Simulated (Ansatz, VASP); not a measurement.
## SiNi2: VASP beside Ansatz

```
CELL_PARAMETERS angstrom
4.99000 0.00000 0.00000
0.00000 3.72000 0.00000
0.00000 0.00000 7.03000
ATOMIC_POSITIONS crystal
Ni 0.32500 0.75000 0.93700
Ni 0.67500 0.25000 0.06300
Ni 0.17500 0.25000 0.43700
Ni 0.82500 0.75000 0.56300
Ni 0.45800 0.75000 0.29700
Ni 0.54200 0.25000 0.70300
Ni 0.04200 0.25000 0.79700
Ni 0.95800 0.75000 0.20300
Si 0.78600 0.75000 0.88600
Si 0.21400 0.25000 0.11400
Si 0.71400 0.25000 0.38600
Si 0.28600 0.75000 0.61400
```

Alike in both runs: task single point; functional PBE; k mesh 4 × 6 × 3; occupations fermi-dirac, width 0.05 eV; no spin polarisation; Hubbard terms Ni d U = 5.0 eV.

|  | VASP | Ansatz |
| --- | --- | --- |
| version | VASP 6.6.1 | Ansatz 0.2.0 |
| potentials or method | VASP PAW PBE potentials, release 64 (Ni, Si) | Ansatz PAW |
| plane-wave cutoff (eV) | 520 | 420 |
| valence electrons in the cell | 96 | 160 |

Ansatz gave:

* gap on the k mesh at the Fermi level (eV): none
* pressure (GPa): 1.5
* traceless stress, the component that is largest in VASP (GPa): 0.96
* rms of the force components (eV/Å): 0.125

Question: Which values does VASP return?

Answer: gap on the k mesh at the Fermi level (eV): none; pressure (GPa): -8.4; traceless stress, the component that is largest in VASP (GPa): 0.77; rms of the force components (eV/Å): 0.102.

The programs project onto different local orbitals, so the same U acts differently, and such runs can settle in different states. Atom by atom the forces differ by 0.039 eV/Å (rms over components). A gap of «none» marks a metal or a gap that the smearing closes. VASP's potentials hold 96 valence electrons a cell and Ansatz's 160, so a difference there can come from the potentials and not from the codes.
